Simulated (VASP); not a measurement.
# Nb (P6_3/mmc) in VASP: further runs, part 2 of 2

VASP 6.6.1. The steps go on from the part before.

### Step 3. Single point, PBE

This run uses another cell than the first one, of 12.69 Å³/atom, 1.133 times its volume.

File INCAR:

```
PREC = Accurate
ENCUT = 520
EDIFF = 1E-7
ISMEAR = -1
SIGMA = 0.05
LREAL = False
LASPH = True
NELM = 60
ALGO = Normal
ISIF = 2
LWAVE = False
LCHARG = False
GGA = PE
NBANDS = 20
```

File KPOINTS:

```
Automatic mesh
0
Gamma
  16 16 9
```

File POSCAR:

```
Nb
1.0
    2.5443912676      0.0000000000      0.0000000000
   -1.2721956338      2.2035074749      0.0000000000
    0.0000000000      0.0000000000      4.5279234396
Nb
2
Direct
    0.3333333333      0.6666666667      0.2500000000
    0.6666666667      0.3333333333      0.7500000000
```

Potentials or basis: VASP PAW PBE potentials, release 64 (Nb_sv).

On the command line:

```bash
$ cat potpaw_PBE.64/Nb_sv/POTCAR > POTCAR
$ mpirun -np 1 vasp_std > vasp.out
```

OUTCAR:

```text
PREC = Accurate
   ENCUT = 520
   EDIFF = 1E-7
   ISMEAR = -1
   LREAL = False
   LASPH = True
   NELM = 60
   ISIF = 2
   GGA = PE

 ion  position               nearest neighbor table
   1  0.333  0.667  0.250-   2 2.70   2 2.70   2 2.70   2 2.70   2 2.70   2 2.70
   2  0.667  0.333  0.750-   1 2.70   1 2.70   1 2.70   1 2.70   1 2.70   1 2.70

  LATTYP: Found a hexagonal cell.
 ALAT       =     2.5443912676
 C/A-ratio  =     1.7795704211

  Lattice vectors:

 A1 = (   2.5443912676,   0.0000000000,   0.0000000000)
 A2 = (  -1.2721956338,   2.2035074749,   0.0000000000)
 A3 = (   0.0000000000,   0.0000000000,   4.5279234396)

Analysis of symmetry for initial positions (statically):
=====================================================================
 Subroutine PRICEL returns:
 Original cell was already a primitive cell.

 Routine SETGRP: Setting up the symmetry group for a
 hexagonal supercell.

 Subroutine GETGRP returns: Found 24 space group operations
 (whereof 12 operations were pure point group operations)
[... 153 lines left out ...]
 NGX is ok and might be reduce to    20

 number of electron      26.0000000 magnetization

 Free energy of the ion-electron system (eV)
  ---------------------------------------------------
  ext. energy  EPLUGINS =         0.00000000
  ---------------------------------------------------
  free energy    TOTEN  =       -16.42002590 eV

  energy without entropy =      -16.40658736  energy(sigma->0) =      -16.41330663

 E-fermi :  17.4256     XC(G=0): -14.4135

 val. band max:       17.4076023936   @ k =   0.0625  -0.0000   0.0000
 cond. band min:      17.4460798141   @ k =   0.1250   0.0625   0.0000
 fundamental gap:      0.0384774205
 Fermi energy:        17.4256443648

 k-point     1 :       0.0000    0.0000    0.0000
  band No.  band energies     occupation
      1     -37.6163      2.00000
      2     -36.9809      2.00000
      3     -15.0805      2.00000
      4     -11.8851      2.00000
      5     -11.6179      2.00000
      6     -11.6179      2.00000
[... 541 lines left out ...]
     19      26.3884      0.00000
     20      32.0194      0.00000

 [... further k-points ...]
[... 5 lines left out ...]
  --------------------------------------------------------------------------------------
  -------------------------------------------------------------------------------------
  Total       19.6439153     19.6439153     19.5951462      0.0000000     -0.0000000      0.0000000
  in kB     1239.7700394   1239.7700394   1236.6921139      0.0000000     -0.0000000      0.0000000
  external PRESSURE =    1238.7440642 kB  Pullay stress =       0.0000000 kB

 VOLUME and BASIS-vectors are now :
 -----------------------------------------------------------------------------
  energy-cutoff  :      520.00
  volume of cell :       25.39
      direct lattice vectors                 reciprocal lattice vectors
     2.544391268  0.000000000  0.000000000     0.393021314  0.226910962  0.000000000
    -1.272195634  2.203507475  0.000000000     0.000000000  0.453821923  0.000000000
     0.000000000  0.000000000  4.527923440     0.000000000  0.000000000  0.220851791

 POSITION                                       TOTAL-FORCE (eV/Angst)
 -----------------------------------------------------------------------------------
     -0.00000      1.46900      1.13198        -0.000000      0.000000      0.000000
      1.27220      0.73450      3.39594         0.000000     -0.000000      0.000000
 -----------------------------------------------------------------------------------
    total drift:                               -0.000000      0.000000     -0.000000

  FREE ENERGIE OF THE ION-ELECTRON SYSTEM (eV)
  ---------------------------------------------------
  free  energy   TOTEN  =       -16.4200259037 eV

  energy  without entropy=      -16.4065873591  energy(sigma->0) =      -16.41330663
```

OSZICAR:

```text
N       E                     dE             d eps       ncg     rms          rms(c)
DAV:   1     0.333441490965E+03    0.33344E+03   -0.15080E+04  6000   0.144E+03
DAV:   2     0.866134501101E+01   -0.32478E+03   -0.31650E+03  6280   0.574E+02
DAV:   3    -0.156592557485E+02   -0.24321E+02   -0.23317E+02 11416   0.118E+02
DAV:   4    -0.165871503579E+02   -0.92789E+00   -0.92190E+00  8124   0.209E+01
DAV:   5    -0.166377028286E+02   -0.50552E-01   -0.50515E-01  9624   0.429E+00    0.178E+01
DAV:   6    -0.163727887376E+02    0.26491E+00   -0.67378E-01 10040   0.906E+00    0.776E+00
DAV:   7    -0.163974235812E+02   -0.24635E-01   -0.40420E-01 11140   0.654E+00    0.153E+00
DAV:   8    -0.164192984484E+02   -0.21875E-01   -0.75466E-02  7544   0.287E+00    0.439E-01
DAV:   9    -0.164200051311E+02   -0.70668E-03   -0.89312E-03  9232   0.784E-01    0.173E-01
DAV:  10    -0.164200604405E+02   -0.55309E-04   -0.33046E-04  7844   0.199E-01    0.435E-02
DAV:  11    -0.164200273190E+02    0.33121E-04   -0.42937E-05  8696   0.788E-02    0.149E-02
DAV:  12    -0.164200261440E+02    0.11750E-05   -0.25561E-06  8808   0.213E-02    0.512E-03
DAV:  13    -0.164200260274E+02    0.11659E-06   -0.13879E-07  5340   0.343E-03    0.327E-03
DAV:  14    -0.164200258707E+02    0.15675E-06   -0.97642E-08  4188   0.362E-03    0.122E-03
DAV:  15    -0.164200259037E+02   -0.33020E-07   -0.31266E-08  3804   0.246E-03
   1 F= -.16420026E+02 E0= -.16413307E+02  d E =-.134385E-01
```

stdout:

```text
POSCAR found type information on POSCAR Nb
 POSCAR found :  1 types and       2 ions
 scaLAPACK will be used
 LDA part: xc-table for (Slater+PW92), standard interpolation
 POSCAR, INCAR and KPOINTS ok, starting setup
 FFT: planning ... GRIDC
 FFT: planning ... GRID_SOFT
 FFT: planning ... GRID
 WAVECAR not read
 entering main loop
```

It took 68 s on 1 thread of Intel Xeon Platinum 8259CL at 2.50GHz (Skylake/Cascade Lake), shared host; peak memory 0.18 GiB.

Results:

```yaml
Free_energy: -16.4200 eV
Pressure: 123.9 GPa
Band_gap_on_the_k_mesh: zero (band 13 reaches 19.71 eV, above the bottom of band 14 at 16.30 eV)
```

Stress tensor (GPa, compression positive):
```
123.98   0.00   0.00
  0.00 123.98   0.00
  0.00   0.00 123.67
```

### Step 4. Single point, PBE

File INCAR:

```
SYSTEM = Nb
PREC = Accurate
ENCUT = 520
EDIFF = 1E-6
ISMEAR = -1
SIGMA = 0.05
LREAL = .FALSE.
LASPH = .TRUE.
NELM = 100
ALGO = Normal
ISIF = 2
LWAVE = .FALSE.
LCHARG = .TRUE.
GGA = PE
LELF = .TRUE.
LVHAR = .TRUE.
NBANDS = 20
```

File KPOINTS:

```
regular mesh
0
G
  16 16 9
  0 0 0
```

POSCAR is that of step 3.

Potentials or basis: VASP PAW PBE potentials, release 64 (Nb_sv).

On the command line:

```bash
$ cat potpaw_PBE.64/Nb_sv/POTCAR > POTCAR
$ mpirun -np 1 vasp_std > vasp.out
```

OUTCAR:

```text
SYSTEM = Nb
   PREC = Accurate
   ENCUT = 520
   EDIFF = 1E-6
   ISMEAR = -1
   LREAL = .FALSE.
   LASPH = .TRUE.
   NELM = 100
   ISIF = 2
   GGA = PE

 ion  position               nearest neighbor table
   1  0.333  0.667  0.250-   2 2.70   2 2.70   2 2.70   2 2.70   2 2.70   2 2.70
   2  0.667  0.333  0.750-   1 2.70   1 2.70   1 2.70   1 2.70   1 2.70   1 2.70

  LATTYP: Found a hexagonal cell.
 ALAT       =     2.5443912676
 C/A-ratio  =     1.7795704211

  Lattice vectors:
[... 190 lines left out ...]
      1     -37.6163      2.00000
      2     -36.9809      2.00000
      3     -15.0805      2.00000
      4     -11.8851      2.00000
      5     -11.6178      2.00000
      6     -11.6178      2.00000
[... 541 lines left out ...]
     19      26.3884      0.00000
     20      32.0201      0.00000

 [... further k-points ...]
[... 5 lines left out ...]
  --------------------------------------------------------------------------------------
  -------------------------------------------------------------------------------------
  Total       19.6466417     19.6466417     19.5974505     -0.0000000     -0.0000000      0.0000000
  in kB     1239.9421075   1239.9421075   1236.8375396     -0.0000000     -0.0000000      0.0000000
  external PRESSURE =    1238.9072515 kB  Pullay stress =       0.0000000 kB

 VOLUME and BASIS-vectors are now :
 -----------------------------------------------------------------------------
  energy-cutoff  :      520.00
  volume of cell :       25.39
      direct lattice vectors                 reciprocal lattice vectors
     2.544391268  0.000000000  0.000000000     0.393021314  0.226910962  0.000000000
    -1.272195634  2.203507475  0.000000000     0.000000000  0.453821923  0.000000000
     0.000000000  0.000000000  4.527923440     0.000000000  0.000000000  0.220851791

 POSITION                                       TOTAL-FORCE (eV/Angst)
 -----------------------------------------------------------------------------------
     -0.00000      1.46900      1.13198        -0.000000      0.000000      0.000000
      1.27220      0.73450      3.39594         0.000000     -0.000000      0.000000
 -----------------------------------------------------------------------------------
    total drift:                               -0.000000      0.000000     -0.000000

  FREE ENERGIE OF THE ION-ELECTRON SYSTEM (eV)
  ---------------------------------------------------
  free  energy   TOTEN  =       -16.4200260199 eV

  energy  without entropy=      -16.4065875006  energy(sigma->0) =      -16.41330676
```

OSZICAR:

```text
N       E                     dE             d eps       ncg     rms          rms(c)
DAV:   1     0.333441490965E+03    0.33344E+03   -0.15080E+04  6000   0.144E+03
DAV:   2     0.866134501101E+01   -0.32478E+03   -0.31650E+03  6280   0.574E+02
DAV:   3    -0.156592557485E+02   -0.24321E+02   -0.23317E+02 11416   0.118E+02
DAV:   4    -0.165871503579E+02   -0.92789E+00   -0.92190E+00  8124   0.209E+01
DAV:   5    -0.166377028286E+02   -0.50552E-01   -0.50515E-01  9624   0.429E+00    0.178E+01
DAV:   6    -0.163727887376E+02    0.26491E+00   -0.67378E-01 10040   0.906E+00    0.776E+00
DAV:   7    -0.163974235812E+02   -0.24635E-01   -0.40420E-01 11140   0.654E+00    0.153E+00
DAV:   8    -0.164192984484E+02   -0.21875E-01   -0.75466E-02  7544   0.287E+00    0.439E-01
DAV:   9    -0.164200051311E+02   -0.70668E-03   -0.89312E-03  9232   0.784E-01    0.173E-01
DAV:  10    -0.164200604405E+02   -0.55309E-04   -0.33046E-04  7844   0.199E-01    0.435E-02
DAV:  11    -0.164200273190E+02    0.33121E-04   -0.42937E-05  8696   0.788E-02    0.149E-02
DAV:  12    -0.164200261024E+02    0.12166E-05   -0.21183E-06  5016   0.213E-02    0.471E-03
DAV:  13    -0.164200260199E+02    0.82438E-07   -0.29518E-07  3860   0.717E-03
   1 F= -.16420026E+02 E0= -.16413307E+02  d E =-.134385E-01
```

stdout:

```text
POSCAR found type information on POSCAR Nb
 POSCAR found :  1 types and       2 ions
 scaLAPACK will be used
 LDA part: xc-table for (Slater+PW92), standard interpolation
 POSCAR, INCAR and KPOINTS ok, starting setup
 FFT: planning ... GRIDC
 FFT: planning ... GRID_SOFT
 FFT: planning ... GRID
 WAVECAR not read
 entering main loop
```

Run time: 59 s. Hardware: 1 thread of Intel Xeon Platinum 8259CL at 2.50GHz (Skylake/Cascade Lake), shared host; peak memory 0.18 GiB.

Results:

```yaml
Free_energy: -16.4200 eV
Pressure: 123.9 GPa
Band_gap_on_the_k_mesh: zero (band 13 reaches 19.71 eV, above the bottom of band 14 at 16.30 eV)
```

Stress tensor (GPa, compression positive):
```
123.99   0.00   0.00
  0.00 123.99   0.00
  0.00   0.00 123.68
```
